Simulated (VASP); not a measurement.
Input of a VASP 6.6.1 run:

Contents of INCAR:

```
SYSTEM = TaN
PREC = Accurate ; ENCUT = 600
EDIFF = 1E-6 ; ISMEAR = -1
SIGMA = 0.15 ; LREAL = .FALSE.
LASPH = .TRUE. ; NELM = 120
ALGO = Normal ; ISIF = 2
LWAVE = .FALSE. ; LCHARG = .FALSE.
GGA = PS ; NBANDS = 16
GGA_COMPAT = .FALSE.
```

The input KPOINTS:

```
Automatic mesh
0
G
  16 16 16
  0 0 0
```

The input POSCAR:

```
TaN
1.0
    0.0000000000      2.1884211797      2.1884211797
    2.1884211797      0.0000000000      2.1884211797
    2.1884211797      2.1884211797      0.0000000000
Ta N
1 1
Direct
    0.5000000000      0.5000000000      0.5000000000
    0.0000000000      0.0000000000      0.0000000000
```

Potentials or basis: VASP PAW PBE potentials, release 64 (Ta_sv_GW, N).

Launch:

```console
$ cat potpaw_PBE.64/Ta_sv_GW/POTCAR potpaw_PBE.64/N/POTCAR > POTCAR
$ mpirun -np 1 vasp_std > vasp.out
```

Q: Predict the pressure.

A: 0.1 GPa.

Q: What does it give for the band gap on the k mesh?

A: Zero (band 9 reaches 15.83 eV, above the bottom of band 10 at 11.70 eV).

Caveat: the PAW data sets were made with another functional, which shifts forces and pressure a little; spin-orbit coupling is left out, which moves the levels of the heavy elements.
